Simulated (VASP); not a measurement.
# Ag (Fm-3m) in VASP: further runs, part 2 of 2

VASP 6.6.1. Earlier steps stand in the parts before.

### 3 Single point, PBE

This run uses another cell than the first one, of 12.25 Å³/atom.

The input, INCAR:

```
SYSTEM = Ag
PREC     = Accurate       ! precision mode
ENCUT    = 520            ! plane-wave cutoff, eV
EDIFF    = 1E-6           ! SCF threshold, eV
ISMEAR   = -1             ! smearing method
SIGMA    = 0.08           ! smearing width, eV
LREAL    = .False.        ! projectors in reciprocal space
LASPH    = .True.         ! aspherical terms in the spheres
NELM     = 60             ! most SCF steps
ALGO     = Normal         ! electronic algorithm
ISIF     = 2              ! what is computed and relaxed
LWAVE    = .False.        ! write WAVECAR
LCHARG   = .False.        ! write CHGCAR
GGA      = PE             ! functional
NBANDS   = 12             ! bands
```

The input, KPOINTS:

```
Automatic mesh
0
Gamma
  18 18 18
  0 0 0
```

The input, POSCAR:

```
Ag
1.0
    0.0000000000      1.8294980257      1.8294980257
    1.8294980257      0.0000000000      1.8294980257
    1.8294980257      1.8294980257      0.0000000000
Ag
1
Direct
    0.0000000000      0.0000000000      0.0000000000
```

Potentials or basis: VASP PAW PBE potentials, release 64 (Ag).

Run with:

```bash
> cat potpaw_PBE.64/Ag/POTCAR > POTCAR
> mpirun -np 1 vasp_std > vasp.out
```

OUTCAR:

```text
SYSTEM = Ag
   PREC = Accurate
   ENCUT = 520
   EDIFF = 1E-6
   ISMEAR = -1
   LREAL = .False.
   LASPH = .True.
   NELM = 60
   ISIF = 2
   GGA = PE

 ion  position               nearest neighbor table
   1  0.000  0.000  0.000-

  LATTYP: Found a face centered cubic cell.
 ALAT       =     3.6589960514

  Lattice vectors:

 A1 = (   0.0000000000,   1.8294980257,   1.8294980257)
 A2 = (   1.8294980257,   0.0000000000,   1.8294980257)
 A3 = (   1.8294980257,   1.8294980257,   0.0000000000)

Analysis of symmetry for initial positions (statically):
=====================================================================
 Subroutine PRICEL returns:
 Original cell was already a primitive cell.

 Routine SETGRP: Setting up the symmetry group for a
 face centered cubic supercell.

 Subroutine GETGRP returns: Found 48 space group operations
 (whereof 48 operations were pure point group operations)
 out of a pool of 48 trial point group operations.

The static configuration has the point symmetry O_h .

Analysis of symmetry for dynamics (positions and initial velocities):
=====================================================================
 Subroutine PRICEL returns:
 Original cell was already a primitive cell.

 Routine SETGRP: Setting up the symmetry group for a
 face centered cubic supercell.

 Subroutine GETGRP returns: Found 48 space group operations
 (whereof 48 operations were pure point group operations)
 out of a pool of 48 trial point group operations.

The dynamic configuration has the point symmetry O_h .

 Subroutine INISYM returns: Found 48 space group operations
 (whereof 48 operations are pure point group operations),
 and found     1 'primitive' translations

----------------------------------------------------------------------------------------

                                     Primitive cell

[... 112 lines left out ...]
   LORBIT       =      0    0 simple, 1 ext, 2 COOP (PROOUT), +10 PAW based schemes
   GGA     = PE    functional components
   LHFCALC =     F    Hartree Fock is set to
   AEXX    =    0.0000 exact exchange contribution
   IVDW    =     0    specifies the selected vdW correction
   LEPSILON=     F    determine dielectric tensor
   LRPA    =     F    only Hartree local field effects (RPA)
 non-spin polarized calculation
  energy-cutoff  :      520.00
  volume of cell :       12.25
 maximum number of plane-waves:       342
   NGX =  9   NGY =  9   NGZ =  9

 number of electron      11.0000002 magnetization

 Free energy of the ion-electron system (eV)
  ---------------------------------------------------
  ext. energy  EPLUGINS =         0.00000000
  ---------------------------------------------------
  free energy    TOTEN  =        -1.57110816 eV

  energy without entropy =       -1.56604914  energy(sigma->0) =       -1.56857865

 E-fermi :  14.1735     XC(G=0): -14.3028

 val. band max:       14.0822154992   @ k =   0.4444   0.3889   0.0000
 cond. band min:      14.2428107036   @ k =   0.5000   0.3333   0.1667
 fundamental gap:      0.1605952044
 Fermi energy:        14.1734883110

 k-point     1 :       0.0000    0.0000    0.0000
  band No.  band energies     occupation
      1       3.4509      2.00000
      2       7.6274      2.00000
      3       7.6274      2.00000
      4       7.6274      2.00000
      5       9.4678      2.00000
      6       9.4678      2.00000
      7      30.2519      0.00000
      8      35.8527      0.00000
      9      35.8527      0.00000
     10      35.8527      0.00000
     11      41.7397      0.00000
     12      46.1133      0.00000
[... 331 lines left out ...]
 k-point    24 :      -0.2222    0.0556    0.0000
  band No.  band energies     occupation
      1       5.2217      2.00000
      2       7.5290      2.00000
      3       8.0242      2.00000
      4       8.0355      2.00000
      5       9.3360      2.00000
      6       9.9678      2.00000
      7      28.2804      0.00000
      8      31.5529      0.00000
      9      36.5119      0.00000
     10      38.9983      0.00000
     11      39.4019      0.00000
     12      41.3936      0.00000

 [... further k-points ...]

------------------------ aborting loop because EDIFF is reached ----------------------------------------

  FORCE on cell =-STRESS in cart. coord.  units (eV):
  Direction    XX          YY          ZZ          XY          YZ          ZX
  --------------------------------------------------------------------------------------
  -------------------------------------------------------------------------------------
  Total        7.5739760      7.5739760      7.5739760      0.0000000      0.0000000      0.0000000
  in kB      990.8517393    990.8517393    990.8517393      0.0000000      0.0000000      0.0000000
  external PRESSURE =     990.8517393 kB  Pullay stress =       0.0000000 kB

 VOLUME and BASIS-vectors are now :
 -----------------------------------------------------------------------------
  energy-cutoff  :      520.00
  volume of cell :       12.25
      direct lattice vectors                 reciprocal lattice vectors
     0.000000000  1.829498026  1.829498026    -0.273299010  0.273299010  0.273299010
     1.829498026  0.000000000  1.829498026     0.273299010 -0.273299010  0.273299010
     1.829498026  1.829498026  0.000000000     0.273299010  0.273299010 -0.273299010

 POSITION                                       TOTAL-FORCE (eV/Angst)
 -----------------------------------------------------------------------------------
      0.00000      0.00000      0.00000        -0.000000      0.000000     -0.000000
 -----------------------------------------------------------------------------------
    total drift:                                0.000000      0.000000      0.000000

  FREE ENERGIE OF THE ION-ELECTRON SYSTEM (eV)
  ---------------------------------------------------
  free  energy   TOTEN  =        -1.5711081604 eV

  energy  without entropy=       -1.5660491443  energy(sigma->0) =       -1.56857865
```

OSZICAR:

```text
N       E                     dE             d eps       ncg     rms          rms(c)
DAV:   1     0.544670618624E+02    0.54467E+02   -0.56279E+03  4728   0.868E+02
DAV:   2    -0.105707012820E+01   -0.55524E+02   -0.52999E+02  5488   0.211E+02
DAV:   3    -0.188064833445E+01   -0.82358E+00   -0.82321E+00  5504   0.258E+01
DAV:   4    -0.188278881479E+01   -0.21405E-02   -0.21404E-02  5516   0.140E+00
DAV:   5    -0.188280048955E+01   -0.11675E-04   -0.11673E-04  5580   0.897E-02    0.139E+01
DAV:   6    -0.161600900350E+01    0.26679E+00   -0.61780E-01  5396   0.775E+00    0.804E+00
DAV:   7    -0.157673401066E+01    0.39275E-01   -0.65545E-02  5720   0.249E+00    0.289E+00
DAV:   8    -0.157109499300E+01    0.56390E-02   -0.35372E-03  5316   0.625E-01    0.188E-01
DAV:   9    -0.157110392256E+01   -0.89296E-05   -0.11312E-05  5512   0.350E-02    0.240E-02
DAV:  10    -0.157110819864E+01   -0.42761E-05   -0.29773E-06  5644   0.122E-02    0.147E-03
DAV:  11    -0.157110816037E+01    0.38274E-07   -0.45226E-08  2984   0.186E-03
   1 F= -.15711082E+01 E0= -.15685787E+01  d E =-.505902E-02
```

stdout:

```text
POSCAR found type information on POSCAR Ag
 POSCAR found :  1 types and       1 ions
 scaLAPACK will be used
 LDA part: xc-table for (Slater+PW92), standard interpolation
 POSCAR, INCAR and KPOINTS ok, starting setup
 FFT: planning ... GRIDC
 FFT: planning ... GRID_SOFT
 FFT: planning ... GRID
 WAVECAR not read
 entering main loop
```

It took 24 s on 1 thread of Intel Xeon 8259CL, shared host; peak memory 0.15 GiB.

Results:

| Property | Result |
| --- | --- |
| Free energy | -1.5711 eV |
| Pressure | 99.1 GPa |
| Band gap on the k mesh | zero (an odd number of electrons rules out a gap without spin polarisation) |

Levels at points of the mesh, in eV from the Fermi level:
| k point | band 3 | band 4 | band 5 | band 6 | band 7 | band 8 | band 9 | band 10 |
| --- | --- | --- | --- | --- | --- | --- | --- | --- |
| (0.00, 0.00, 0.00) | -6.55 | -6.55 | -4.71 | -4.71 | 16.08 | 21.68 | 21.68 | 21.68 |
| (0.50, 0.00, 0.00) | -6.61 | -3.30 | -3.30 | -1.55 | 5.76 | 15.39 | 21.07 | 21.07 |
| (0.50, 0.50, 0.00) | -3.35 | -2.92 | -2.92 | 1.16 | 9.68 | 12.21 | 12.21 | 21.68 |

Caveat: the cell stands under pressure.
